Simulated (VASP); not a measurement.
Wanted: the native input for a VASP 6.6.1 run.

| Item | Value |
| --- | --- |
| Task | single point |
| Functional | LDA |
| Potentials or basis | VASP PAW LDA potentials, release 64 (Sn_d) |
| Cutoff | 520 eV |
| k mesh | 11 × 11 × 11 |
| Occupations | fermi-dirac, width 0.05 eV |
| Spin | no spin polarisation |
| Dipole correction | no |
| Further INCAR settings | ALGO = Fast; EDIFF = 1e-06; NBANDS = 13 |

The structure of Sn lies in POSCAR:

```
Sn
1.0
   -1.7265390000      1.7755470000      2.3383420000
    1.7265390000     -1.7755470000      2.3383420000
    1.7265390000      1.7755470000     -2.3383420000
Sn
1
Direct
    0.0000000000      0.0000000000      0.0000000000
```

The input as run:

INCAR

```
SYSTEM = Sn
PREC = Accurate
ENCUT = 520
EDIFF = 1E-6
ISMEAR = -1
SIGMA = 0.05
LREAL = .False.
LASPH = .True.
NELM = 80
ALGO = Fast
ISIF = 2
LWAVE = .False.
LCHARG = .False.
NBANDS = 13
```

KPOINTS

```
regular mesh
0
Gamma
  11 11 11
  0 0 0
```

Potentials or basis: VASP PAW LDA potentials, release 64 (Sn_d).

Command:

```console
$ cat potpaw_LDA.64/Sn_d/POTCAR > POTCAR
$ mpirun -np 1 vasp_std > vasp.out
```

Results of the run:

| Quantity | Value |
| --- | --- |
| Pressure | -4.8 GPa |
| Band gap on the k mesh | zero (band 7 reaches 14.15 eV, above the bottom of band 8 at 5.49 eV) |

Caveat: spin-orbit coupling is left out, which moves the levels of the heavy elements.

Wall time 2.6 min on 1 thread of Intel Xeon 8259CL (shared host), peak memory 0.2 GiB.
